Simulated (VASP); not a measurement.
# Tl (I4/mmm) in VASP: notebook, part 2 of 2

VASP 6.6.1.

### Step 3. Single point, PBEsol (strain -0.050 along x and y, +0.050 along z)

Input file INCAR:

```
SYSTEM = Tl
PREC = Accurate
ENCUT = 520
EDIFF = 1E-6
ISMEAR = 0
SIGMA = 0.15
LREAL = .FALSE.
LASPH = .TRUE.
NELM = 100
ALGO = Fast
ISIF = 2
LWAVE = .FALSE.
LCHARG = .TRUE.
GGA = PS
LELF = .TRUE.
LVHAR = .TRUE.
NBANDS = 12
```

Input file KPOINTS:

```
regular mesh
0
G
  18 18 18
  0 0 0
```

Input file POSCAR:

```
Tl
1.0
   -1.8439500000      1.8439500000      2.0380500000
    1.8439500000     -1.8439500000      2.0380500000
    1.8439500000      1.8439500000     -2.0380500000
Tl
1
Direct
    0.0000000000      0.0000000000      0.0000000000
```

Potentials or basis: VASP PAW PBE potentials, release 64 (Tl_d).

The run is started by

```bash
$ cat potpaw_PBE.64/Tl_d/POTCAR > POTCAR
$ mpirun -np 1 vasp_std > vasp.out
```

OUTCAR:

```text
SYSTEM = Tl
   PREC = Accurate
   ENCUT = 520
   EDIFF = 1E-6
   ISMEAR = 0
   LREAL = .FALSE.
   LASPH = .TRUE.
   NELM = 100
   ISIF = 2
   GGA = PS

 ion  position               nearest neighbor table
   1  0.000  0.000  0.000-

  LATTYP: Found a body centered tetragonal cell.
 ALAT       =     3.6879000000
 C/A-ratio  =     1.1052631579

  Lattice vectors:

 A1 = (  -1.8439500000,   1.8439500000,   2.0380500000)
 A2 = (   1.8439500000,  -1.8439500000,   2.0380500000)
 A3 = (   1.8439500000,   1.8439500000,  -2.0380500000)

Analysis of symmetry for initial positions (statically):
=====================================================================
 Subroutine PRICEL returns:
 Original cell was already a primitive cell.

 Routine SETGRP: Setting up the symmetry group for a
 body centered tetragonal supercell.

 Subroutine GETGRP returns: Found 16 space group operations
 (whereof 16 operations were pure point group operations)
 out of a pool of 16 trial point group operations.

The static configuration has the point symmetry D_4h.

Analysis of symmetry for dynamics (positions and initial velocities):
=====================================================================
 Subroutine PRICEL returns:
 Original cell was already a primitive cell.

 Routine SETGRP: Setting up the symmetry group for a
 body centered tetragonal supercell.

 Subroutine GETGRP returns: Found 16 space group operations
 (whereof 16 operations were pure point group operations)
 out of a pool of 16 trial point group operations.

The dynamic configuration has the point symmetry D_4h.

 Subroutine INISYM returns: Found 16 space group operations
 (whereof 16 operations are pure point group operations),
 and found     1 'primitive' translations

----------------------------------------------------------------------------------------

                                     Primitive cell

  volume of cell :      27.7187

  direct lattice vectors                    reciprocal lattice vectors
    -1.843950000  1.843950000  2.038050000     0.000000000  0.271157027  0.245332548
     1.843950000 -1.843950000  2.038050000     0.271157027  0.000000000  0.245332548
     1.843950000  1.843950000 -2.038050000     0.271157027  0.271157027  0.000000000

  length of vectors
     3.309675363  3.309675363  3.309675363     0.365669513  0.365669513  0.383473945

  position of ions in fractional coordinates (direct lattice)
     0.000000000  0.000000000  0.000000000

  ion indices of the primitive-cell ions
   primitive index   ion index
                 1           1

----------------------------------------------------------------------------------------

 KPOINTS: regular mesh

Automatic generation of k-mesh.
 Grid dimensions read from file:
 generate k-points for:   18   18   18

 Generating k-lattice:

  Cartesian coordinates                     Fractional coordinates (reciprocal lattice)
     0.000000000  0.015064279  0.013629586     0.055555556 -0.000000000  0.000000000
     0.015064279  0.000000000  0.013629586    -0.000000000  0.055555556  0.000000000
     0.015064279  0.015064279  0.000000000     0.000000000  0.000000000  0.055555556

  Length of vectors
     0.020314973  0.020314973  0.021304108

  Shift w.r.t. Gamma in fractional coordinates (k-lattice)
     0.000000000  0.000000000  0.000000000

 Subroutine IBZKPT returns following result:
 ===========================================

 Found    480 irreducible k-points:

 Following reciprocal coordinates:
            Coordinates               Weight
  0.000000  0.000000  0.000000      1.000000
  0.055556  0.000000  0.000000      8.000000
  0.111111  0.000000  0.000000      8.000000
  0.166667  0.000000  0.000000      8.000000
  0.222222  0.000000 -0.000000      8.000000
  0.277778  0.000000  0.000000      8.000000
[... 16 lines left out ...]
 -0.277778  0.055556  0.000000     16.000000
 -0.222222  0.055556 -0.000000     16.000000
 [... further k-points ...]
   k-points           NKPTS =    480   k-points in BZ     NKDIM =    480   number of bands    NBANDS=     12
   number of dos      NEDOS =    301   number of ions     NIONS =      1
   total plane-waves  NPLWV =  21952
   dimension x,y,z NGX =    28 NGY =   28 NGZ =   28
   dimension x,y,z NGXF=    56 NGYF=   56 NGZF=   56
   ions per type =               1
   NGX,Y,Z   is equivalent  to a cutoff of  14.06, 14.06, 14.06 a.u.
   NGXF,Y,Z  is equivalent  to a cutoff of  28.13, 28.13, 28.13 a.u.
 SYSTEM =  Tl
   PREC   = accura    normal or accurate (medium, high low for compatibility)
   ISTART =      0    job   : 0-new  1-cont  2-samecut
   ICHARG =      2    charge: 1-file 2-atom 10-const
   ISPIN  =      1    spin polarized calculation?
   LNONCOLLINEAR =      F non collinear calculations
   LSORBIT =      F    spin-orbit coupling
   LASPH  =      T    aspherical Exc in radial PAW
   ENCUT  =  520.0 eV  38.22 Ry    6.18 a.u.   6.15  6.15  6.15*2*pi/ulx,y,z
   NELM   =    100;   NELMIN=  2; NELMDL= -5     # of ELM steps
   EDIFF  = 0.1E-05   stopping-criterion for ELM
   LREAL  =      F    real-space projection
   EDIFFG = 0.1E-04   stopping-criterion for IOM
   NSW    =      0    number of steps for IOM
   IBRION =     -1    ionic relax: 0-MD 1-quasi-New 2-CG
   NFREE  =      0    steps in history (QN), initial steepest desc. (CG)
   ISIF   =      2    stress and relaxation
   ISYM   =      2    0-nonsym 1-usesym 2-fastsym
   POTIM  = 0.5000    time-step for ionic-motion
   TEBEG  =    0.0;   TEEND  =   0.0 temperature during run
   PSTRESS=    0.0 pullay stress
   NELECT =      13.0000    total number of electrons
   NUPDOWN=      -1.0000    fix difference up-down
   EMIN   =  10.00;   EMAX   =-10.00  energy-range for DOS
   EFERMI =   0.00;   METHOD = LEGACY
   ISMEAR =     0;   SIGMA  =   0.15  broadening in eV -4-tet -1-fermi 0-gaus
   EFERMI_NEDOS =   21; number of points for ismear=-14 and -15
   IALGO  =     68    algorithm
   IMIX   =      4    mixing-type and parameters
     AMIX     =   0.40;   BMIX     =  1.00
     AMIX_MAG =   1.60;   BMIX_MAG =  1.00
  volume/ion in A,a.u.               =      27.72       187.06
  Fermi-wavevector in a.u.,A,eV,Ry     =   1.271935  2.403609 22.011758  1.617819
  Thomas-Fermi vector in A             =   2.404841
   LORBIT       =      0    0 simple, 1 ext, 2 COOP (PROOUT), +10 PAW based schemes
   GGA     = PS    functional components
   LHFCALC =     F    Hartree Fock is set to
   AEXX    =    0.0000 exact exchange contribution
   IVDW    =     0    specifies the selected vdW correction
   LEPSILON=     F    determine dielectric tensor
   LRPA    =     F    only Hartree local field effects (RPA)
 non-spin polarized calculation
 RMM-DIIS sequential band-by-band and
 Gauss-broadening in eV      SIGMA  =   0.15
  energy-cutoff  :      520.00
  volume of cell :       27.72
 maximum number of plane-waves:       761
 NGX is ok and might be reduce to    28
   NGX = 13   NGY = 13   NGZ = 13

 number of electron      12.9999999 magnetization

 Free energy of the ion-electron system (eV)
  ---------------------------------------------------
  ext. energy  EPLUGINS =         0.00000000
  ---------------------------------------------------
  free energy    TOTEN  =        -2.62151969 eV

  energy without entropy =       -2.61604878  energy(sigma->0) =       -2.61878423

 E-fermi :   6.7113     XC(G=0): -10.5249

 val. band max:        6.6916675238   @ k =  -0.3333   0.4444   0.0556
 cond. band min:       6.7140594015   @ k =  -0.4444   0.1667   0.0000
 fundamental gap:      0.0223918777
 Fermi energy:         6.7112828341

 k-point     1 :       0.0000    0.0000    0.0000
  band No.  band energies     occupation
      1      -4.9701      2.00000
      2      -4.9701      2.00000
      3      -4.8386      2.00000
      4      -4.5558      2.00000
      5      -4.4346      2.00000
      6      -3.5670      2.00000
      7      17.4142      0.00000
      8      17.7910      0.00000
      9      17.7910      0.00000
     10      18.3957      0.00000
     11      20.0735      0.00000
     12      20.0736      0.00000
[... 331 lines left out ...]
 k-point    24 :      -0.2222    0.0556   -0.0000
  band No.  band energies     occupation
      1      -4.9839      2.00000
      2      -4.9398      2.00000
      3      -4.6812      2.00000
      4      -4.5781      2.00000
      5      -4.4636      2.00000
      6      -2.5897      2.00000
      7      11.9002      0.00000
      8      15.4949      0.00000
      9      16.0768      0.00000
     10      18.6548      0.00000
     11      18.8422      0.00000
     12      19.5905      0.00000

 [... further k-points ...]
[... 5 lines left out ...]
  --------------------------------------------------------------------------------------
  -------------------------------------------------------------------------------------
  Total        0.2408309      0.2408309      0.1192162      0.0000000     -0.0000000      0.0000000
  in kB       13.9203332     13.9203332      6.8908499      0.0000000     -0.0000000      0.0000000
  external PRESSURE =      11.5771721 kB  Pullay stress =       0.0000000 kB

 VOLUME and BASIS-vectors are now :
 -----------------------------------------------------------------------------
  energy-cutoff  :      520.00
  volume of cell :       27.72
      direct lattice vectors                 reciprocal lattice vectors
    -1.843950000  1.843950000  2.038050000     0.000000000  0.271157027  0.245332548
     1.843950000 -1.843950000  2.038050000     0.271157027  0.000000000  0.245332548
     1.843950000  1.843950000 -2.038050000     0.271157027  0.271157027  0.000000000

 POSITION                                       TOTAL-FORCE (eV/Angst)
 -----------------------------------------------------------------------------------
      0.00000      0.00000      0.00000         0.000000      0.000000      0.000000
 -----------------------------------------------------------------------------------
    total drift:                               -0.000000     -0.000000     -0.000000

  FREE ENERGIE OF THE ION-ELECTRON SYSTEM (eV)
  ---------------------------------------------------
  free  energy   TOTEN  =        -2.6215196853 eV

  energy  without entropy=       -2.6160487759  energy(sigma->0) =       -2.61878423
```

OSZICAR:

```text
N       E                     dE             d eps       ncg     rms          rms(c)
DAV:   1     0.511142846510E+02    0.51114E+02   -0.67527E+03 12200   0.946E+02
DAV:   2    -0.202442110505E+01   -0.53139E+02   -0.52088E+02 13212   0.215E+02
DAV:   3    -0.265986895756E+01   -0.63545E+00   -0.63485E+00 13556   0.211E+01
DAV:   4    -0.266259155021E+01   -0.27226E-02   -0.27225E-02 13048   0.161E+00
DAV:   5    -0.266262271665E+01   -0.31166E-04   -0.31166E-04 13488   0.166E-01    0.240E+00
RMM:   6    -0.262790183731E+01    0.34721E-01   -0.43785E-02 11551   0.171E+00    0.164E+00
RMM:   7    -0.262199463256E+01    0.59072E-02   -0.18816E-02 11732   0.122E+00    0.716E-01
RMM:   8    -0.262153132486E+01    0.46331E-03   -0.12938E-03 12236   0.310E-01    0.863E-02
RMM:   9    -0.262152139511E+01    0.99297E-05   -0.16547E-04 13018   0.121E-01    0.334E-02
RMM:  10    -0.262151930337E+01    0.20917E-05   -0.25143E-05 12857   0.495E-02    0.116E-03
RMM:  11    -0.262151968531E+01   -0.38193E-06   -0.49494E-06 10513   0.202E-02
   1 F= -.26215197E+01 E0= -.26187842E+01  d E =-.547091E-02
```

stdout:

```text
POSCAR found type information on POSCAR Tl
 POSCAR found :  1 types and       1 ions
 scaLAPACK will be used
 -----------------------------------------------------------------------------
|                                                                             |
|                                                                             |
|     You enforced a specific xc type in the INCAR file but a different       |
|     I HOPE YOU KNOW WHAT YOU ARE DOING!                                     |
|                                                                             |
 -----------------------------------------------------------------------------

 LDA part: xc-table for (Slater+PW92), standard interpolation
 POSCAR, INCAR and KPOINTS ok, starting setup
 FFT: planning ... GRIDC
 FFT: planning ... GRID_SOFT
 FFT: planning ... GRID
 WAVECAR not read
 entering main loop
```

Run time: 2.7 min. Hardware: 1 thread of Intel Xeon 8259CL, shared host; peak memory 0.28 GiB.

Results:

- Free energy: -2.6215 eV
- Pressure: 1.2 GPa
- Band gap on the k mesh: zero (an odd number of electrons rules out a gap without spin polarisation)

Stress tensor (GPa, compression positive):
```
1.39 0.00 0.00
0.00 1.39 0.00
0.00 0.00 0.69
```

Caveat: the cell differs from its parent crystal (strain -0.050 along x and y, +0.050 along z); the PAW data sets were made with another functional, which shifts forces and pressure a little; spin-orbit coupling is left out, which moves the levels of the heavy elements.

The gap in the log of VASP goes by the Fermi energy; the results here count the filled bands.